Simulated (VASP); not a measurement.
Here is a VASP 6.6.1 calculation.

File INCAR:

```
SYSTEM = Ta2C
AGGAC    = 1.0          
AGGAX    = 1.0          
ALDAC    = 0.0          
ALDAX    = 1.0          
ALGO     = Normal         ! electronic algorithm
EDIFF    = 1E-7           ! SCF threshold, eV
EDIFFG   = -0.01          ! ionic threshold
ENCUT    = 600            ! plane-wave cutoff, eV
GGA      = B5             ! functional
IBRION   = 2              ! ionic algorithm
ISIF     = 4              ! what is computed and relaxed
ISMEAR   = 0              ! smearing method
IVDW     = 12             ! dispersion correction
LASPH    = .TRUE.         ! aspherical terms in the spheres
LCHARG   = .FALSE.        ! write CHGCAR
LREAL    = .FALSE.        ! projectors in reciprocal space
LWAVE    = .FALSE.        ! write WAVECAR
NELM     = 80             ! most SCF steps
NSW      = 60             ! ionic steps
PREC     = Accurate       ! precision mode
SIGMA    = 0.05           ! smearing width, eV
VDW_A1   = 0.4298       
VDW_A2   = 4.2359       
VDW_S6   = 1.0          
VDW_S8   = 2.6996
```

File KPOINTS:

```
k-points
0
G
  8 8 6
  0 0 0
```

File POSCAR:

```
Ta2C
1.0
    3.0962419024     -0.0000000001      0.0000000000
   -1.5481209511      2.6814241438      0.0000000000
    0.0000000000      0.0000000000      4.9068381032
Ta C
2 1
Direct
    0.3333333333      0.6666666667      0.2575058923
    0.6666666667      0.3333333333      0.7424941077
    0.0000000000      0.0000000000      0.0000000000
```

Potentials or basis: VASP PAW PBE potentials, release 64 (Ta_pv, C).

The run is started by

```sh
$ cat potpaw_PBE.64/Ta_pv/POTCAR potpaw_PBE.64/C/POTCAR > POTCAR
$ mpirun -np 1 vasp_std > vasp.out
```

Estimate the dispersion energy per atom.

-1.249 eV.

Predict the band gap on the k mesh.

zero (band 13 reaches 7.69 eV, above the bottom of band 14 at 6.91 eV).

Final structure:
```
Ta C
1.0
     3.09656    0.00000    0.00000
    -1.54828    2.68170    0.00000
     0.00000    0.00000    4.90584
Ta C
2 1
Cartesian
  0.0000 1.7878 1.2626
  1.5483 0.8939 3.6432
  0.0000 0.0000 0.0000
```

Caveat: spin-orbit coupling is left out, which moves the levels of the heavy elements.
